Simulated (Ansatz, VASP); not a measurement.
## WC in VASP and in Ansatz

```
CELL_PARAMETERS angstrom
0.00000 2.18242 2.18242
2.18242 0.00000 2.18242
2.18242 2.18242 0.00000
ATOMIC_POSITIONS crystal
W 0.00000 0.00000 0.00000
C 0.50000 0.50000 0.50000
```

Alike in both runs: functional r2SCAN; k mesh 16 × 16 × 16; occupations gaussian, width 0.1 eV; no spin polarisation.

Ansatz relaxed the structure, and its values are those at the end. VASP's run is a single point on that final structure, the one shown.

|  | VASP | Ansatz |
| --- | --- | --- |
| version | VASP 6.6.1 | Ansatz 0.2.0 |
| potentials or method | VASP PAW PBE potentials, release 64 (W_sv, C), cutoff 520 eV | scalar-relativistic, plane waves, PAW |
| valence electrons in the cell | 18 | 18 |

Ansatz gave:

```
gap on the k mesh at the Fermi level (eV) : none
pressure (GPa)                            : 0.0
```

Task: What did VASP give for the same quantities?

Result: gap on the k mesh at the Fermi level (eV): none; pressure (GPa): 1.7.

VASP's potentials were made for PBE, not for r2SCAN. A gap of «none» marks a metal or a gap that the smearing closes. The functional is the same, so the differences come from potentials, cutoffs and numerics.

Spin-orbit coupling is off throughout.
